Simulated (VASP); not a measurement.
A run of VASP 6.6.1 is set up as follows.

The input INCAR:

```
SYSTEM = HfN
ALGO = Normal
EDIFF = 1E-6
ENCUT = 520
GGA = PS
ISIF = 2
ISMEAR = 0
LASPH = .True.
LCHARG = .False.
LREAL = .False.
LWAVE = .False.
NBANDS = 23
NELM = 80
PREC = Accurate
SIGMA = 0.05
```

Contents of KPOINTS:

```
k-points
0
Gamma
  10 10 8
  0 0 0
```

File POSCAR:

```
HfN
1.0
    3.1471343877      0.0000000000      0.0000000000
   -1.5735671938      2.7254983289      0.0000000000
    0.0000000000      0.0000000000      5.6423934503
Hf N
2 2
Direct
    0.0000000000      0.0000000000      0.0000000000
    0.0000000000      0.0000000000      0.5000000000
    0.3333333333      0.6666666667      0.2500000000
    0.6666666667      0.3333333333      0.7500000000
```

Potentials or basis: VASP PAW PBE potentials, release 64 (Hf_pv, N).

Run with:

```bash
$ cat potpaw_PBE.64/Hf_pv/POTCAR potpaw_PBE.64/N/POTCAR > POTCAR
$ mpirun -np 1 vasp_std > vasp.out
```

(1) Estimate the band gap on the k mesh.

(2) Estimate the pressure.

Results:

(1) zero (bands 15 and 16 overlap by 1.54 eV).

(2) -6.8 GPa.

Caveat: the cell stands under tension; the PAW data sets were made with another functional, which shifts forces and pressure a little; spin-orbit coupling is left out, which moves the levels of the heavy elements.
